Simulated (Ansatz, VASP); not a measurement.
## Br in VASP and in Ansatz

```
Br
1.0
     0.00000    3.32179    3.32179
     3.32179    0.00000    3.32179
     3.32179    3.32179    0.00000
Br
2
Direct
  0.87500 0.87500 0.87500
  0.12500 0.12500 0.12500
```

Change from the starting cell: volume scaled by 0.85, LAPW.

Alike in both runs: task single point; functional PBE; k mesh 11 × 11 × 11; occupations fermi-dirac, width 0.08 eV; no spin polarisation.

```csv
,VASP,Ansatz
version,VASP 6.6.1,Ansatz 0.2.0
potentials or method,"VASP PAW PBE potentials, release 64 (Br), cutoff 520 eV","all-electron LAPW, scalar-relativistic"
```

```tsv
	VASP	Ansatz	Ansatz less VASP
pressure (GPa)	3.7	3.7	-0.01
```

Ansatz ran all-electron here, and VASP with PAW potentials.
